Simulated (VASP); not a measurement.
Crystal: Ru.

```xyz
2
Lattice="2.7058 0.0000 0.0000 -1.3529 2.3433 0.0000 0.0000 0.0000 4.2819" Properties=species:S:1:pos:R:3 pbc="T T T"
Ru    1.3529    0.7811    3.2114
Ru    0.0000    1.5622    1.0705
```

* Program: VASP 6.6.1
* Task: relaxation of cell and atoms
* Functional: r2SCAN
* Dispersion: D3(BJ)
* Potentials or basis: VASP PAW PBE potentials, release 64 (Ru_pv)
* Cutoff: 600 eV
* k mesh: 11 × 11 × 6
* Occupations: fermi-dirac, width 0.05 eV
* Spin: no spin polarisation

At the start: pressure -4.0 GPa; volume 13.57 Å³/atom.

**Question.** How do energy, volume and symmetry change on relaxing?

**Answer.** Over 4 steps the energy falls by 2.0 meV/atom and the volume is 13.41 Å³/atom (-1.2 %); space group P6_3/mmc (No. 194, to 0.1 Å) before and after.

The path:
| step | energy change (eV) | largest force (eV/Å) | pressure (GPa) | volume (Å³) |
| --- | --- | --- | --- | --- |
| 1 | 0.0000 | 0.0000 | -3.97 | 27.15 |
| 2 | 0.0383 | 0.0000 | 14.27 | 25.85 |
| 3 | -0.0041 | 0.0000 | -0.05 | 26.84 |
| 4 | -0.0041 | 0.0000 | 0.03 | 26.83 |

Final structure:
```
Ru
1.0
     2.69585    0.00000    0.00000
    -1.34793    2.33468    0.00000
     0.00000    0.00000    4.26264
Ru
2
Direct
  0.66667 0.33333 0.75000
  0.33333 0.66667 0.25000
```

Caveat: the PAW data sets were made with another functional, which shifts forces and pressure a little.
